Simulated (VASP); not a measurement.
## LiTlS2: single point with r2SCAN

Crystal: LiTlS2.

```
Li S Tl
1.0
     4.06677    0.00000    0.00000
     0.00000    4.06677    0.00000
     0.00000    0.00000    5.71878
Li S Tl
1 2 1
Cartesian
  0.0000 0.0000 0.0000
  0.0000 2.0334 1.3205
  2.0334 0.0000 4.3983
  2.0334 2.0334 2.8594
```

| Property | Result |
| --- | --- |
| Program | VASP 6.6.1 |
| Task | single point |
| Functional | r2SCAN |
| Potentials or basis | VASP PAW PBE potentials, release 64 (Li_sv, S, Tl_d) |
| Cutoff | 520 eV |
| k mesh | 6 × 6 × 4 |
| Occupations | gaussian, width 0.01 eV |
| Spin | no spin polarisation |

| Quantity | Value |
| --- | --- |
| Band gap on the k mesh | 1.22 eV |

Levels at points of the mesh, in eV from the valence-band top:
```csv
k point,band 11,band 12,band 13,band 14,band 15,band 16,band 17,band 18
"(0.00, 0.00, 0.00)",-1.72,-0.19,0.00,0.00,1.22,4.07,6.37,6.99
"(0.50, 0.00, 0.00)",-2.03,-1.60,-0.95,-0.48,2.95,6.36,6.38,7.43
"(0.50, 0.50, 0.00)",-1.92,-1.74,-1.74,-1.15,2.45,4.08,4.08,7.66
"(0.00, 0.00, 0.50)",-1.23,-1.23,-0.66,-0.66,2.72,4.36,5.99,7.96
"(0.50, 0.00, 0.50)",-0.88,-0.80,-0.56,-0.47,1.64,6.02,6.79,7.21
"(0.50, 0.50, 0.50)",-2.07,-2.07,-1.64,-1.51,3.83,5.96,5.96,8.34
```

Run time: 5.6 min on 1 thread of Intel(R) Xeon(R) Platinum 8259CL CPU @ 2.50GHz (Skylake/Cascade Lake), with other jobs on the host, peak memory 0.24 GiB.

Caveat: spin-orbit coupling is left out, which moves the levels of the heavy elements. A k mesh can miss the band edges.
